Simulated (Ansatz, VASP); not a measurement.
# One calculation of TiGe4Mo, two programs

```
Ti Ge Mo
1.0
     2.50326   -4.36434    0.00000
     2.50326    4.36434    0.00000
     0.00000    0.00000    5.00651
Ti Ge Mo
1 4 1
Cartesian
  0.0000 0.0000 0.0000
  2.5033 -1.4112 0.0000
  2.5033 2.9531 2.5033
  2.5033 1.4112 0.0000
  2.5033 -2.9531 2.5033
  2.5033 0.0000 2.5033
```

Alike in both runs: task single point; functional PBE; k mesh 4 × 4 × 4; occupations gaussian, width 0.1 eV; no spin polarisation.

```csv
,VASP,Ansatz
version,VASP 6.6.1,Ansatz 0.2.0
potentials or method,"VASP PAW PBE potentials, release 64 (Ti_sv, Ge_d, Mo_sv), cutoff 520 eV","scalar-relativistic, plane waves, PAW"
valence electrons in the cell,82,82
```

```tsv
	VASP	Ansatz	Ansatz less VASP
gap on the k mesh at the Fermi level (eV)	none	none	-
pressure (GPa)	-13.9	-14.0	-0.09
traceless stress, the component that is largest in VASP (GPa)	0.87	0.86	-0.009
rms of the force components (eV/Å)	0.092	0.093	+0.0001
```

Atom by atom the forces differ by 0.001 eV/Å (rms over components). A gap of «none» marks a metal or a gap that the smearing closes.

The k mesh is coarse, so the values compare programs but aren't converged.
